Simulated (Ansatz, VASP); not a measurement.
**BaTe in VASP and in Ansatz**

```xyz
2
Lattice="0.0000 3.5333 3.5333 3.5333 0.0000 3.5333 3.5333 3.5333 0.0000" Properties=species:S:1:pos:R:3 pbc="T T T"
Ba    3.5333    3.5333    3.5333
Te    0.0000    0.0000    0.0000
```

Alike in both runs: task single point; functional PBE; k mesh 8 × 8 × 8; occupations gaussian, width 0.02 eV; no spin polarisation.

```csv
,VASP,Ansatz
version,VASP 6.6.1,Ansatz 0.2.0
potentials or method,"VASP PAW PBE potentials, release 64 (Ba_sv, Te), cutoff 520 eV","scalar-relativistic, plane waves, PAW"
valence electrons in the cell,16,26
```

Ansatz gave:

```
gap on the k mesh at the Fermi level (eV) : 1.66
least direct gap on the mesh (eV)         : 2.01
```

Which values does VASP return?

gap on the k mesh at the Fermi level (eV): 1.58; least direct gap on the mesh (eV): 1.96.

VASP's potentials hold 16 valence electrons a cell and Ansatz's 26, so a difference there can come from the potentials and not from the codes.

Spin-orbit coupling is off throughout.
